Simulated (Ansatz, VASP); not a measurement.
SnO in VASP and in Ansatz

File INCAR:

```
PREC = Accurate
ENCUT = 520
EDIFF = 1E-8
ISMEAR = -1
SIGMA = 0.03
LREAL = F
LASPH = T
NELM = 80
ALGO = Normal
ISIF = 2
LWAVE = F
LCHARG = F
GGA = PE
LEFG = T
NBANDS = 17
```

Contents of KPOINTS:

```
Automatic mesh
0
Gamma
  14 14 14
```

POSCAR

```
SnO
1.0
    0.0000000000      2.5156013100      2.5156013100
    2.5156013100      0.0000000000      2.5156013100
    2.5156013100      2.5156013100      0.0000000000
Sn O
1 1
Direct
    0.0000000000      0.0000000000      0.0000000000
    0.5000000000      0.5000000000      0.5000000000
```

Input for Ansatz:

```yaml
crystal:
  lattice:
    - [0.0, 2.51560131, 2.51560131]
    - [2.51560131, 0.0, 2.51560131]
    - [2.51560131, 2.51560131, 0.0]
  atoms:
    - { symbol: Sn, position: [0.0, 0.0, 0.0] }
    - { symbol: O, position: [0.5, 0.5, 0.5] }
kpoints:
  mp_grid: { grid: [14, 14, 14] }
scf:
  occupations: { method: fermi_dirac, width: 0.03 }
hamiltonian:
  xc: pbe
  pseudopotentials: { kind: paw }
output:
  forces: true
  stress: true
  eigenvalues: true
  efg: { contact_densities: true }
```

Change from the starting cell: volume scaled by 0.95, PAW files.

Alike in both runs: task electric field gradients; functional PBE; k mesh 14 × 14 × 14; occupations fermi-dirac, width 0.03 eV; no spin polarisation.

```csv
,VASP,Ansatz
version,VASP 6.6.1,Ansatz 0.2.0
potentials or method,"VASP PAW PBE potentials, release 64 (Sn_d, O)","PAW with Ansatz's default frozen-core files, scalar-relativistic"
plane-wave cutoff (eV),520,420
valence electrons in the cell,20,20
```

```csv
,VASP,Ansatz,Ansatz less VASP
pressure (GPa),5.3,5.3,-0.02
```
